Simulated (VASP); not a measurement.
A run of VASP 6.6.1:

Contents of INCAR:

```
SYSTEM = LiF
ALGO = Normal
EDIFF = 1E-6
ENCUT = 520
GGA = CA
ISIF = 2
ISMEAR = 0
LASPH = .TRUE.
LCHARG = .FALSE.
LREAL = .FALSE.
LWAVE = .FALSE.
NBANDS = 12
NELM = 60
PREC = Accurate
SIGMA = 0.05
```

File KPOINTS:

```
k-points
0
G
  10 10 10
  0 0 0
```

The input POSCAR:

```
LiF
1.0
    0.0000000000      1.9636500000      1.9636500000
    1.9636500000      0.0000000000      1.9636500000
    1.9636500000      1.9636500000      0.0000000000
Li F
1 1
Direct
    0.0000000000      0.0000000000      0.0000000000
    0.5000000000      0.5000000000      0.5000000000
```

Potentials or basis: VASP PAW LDA potentials, release 64 (Li_sv, F).

Run with:

```sh
$ cat potpaw_LDA.64/Li_sv/POTCAR potpaw_LDA.64/F/POTCAR > POTCAR
$ mpirun -np 1 vasp_std > vasp.out
```

Hardware: 1 thread of Intel(R) Xeon(R) 6975P-C (Granite Rapids), on a shared host.

**Question.** How long does it take, and how much memory?

**Answer.** Run time: 2.9 s on 1 thread of Intel(R) Xeon(R) 6975P-C (Granite Rapids) (shared host), peak memory 0.12 GiB. Counts: scf iterations 11, k points 47.
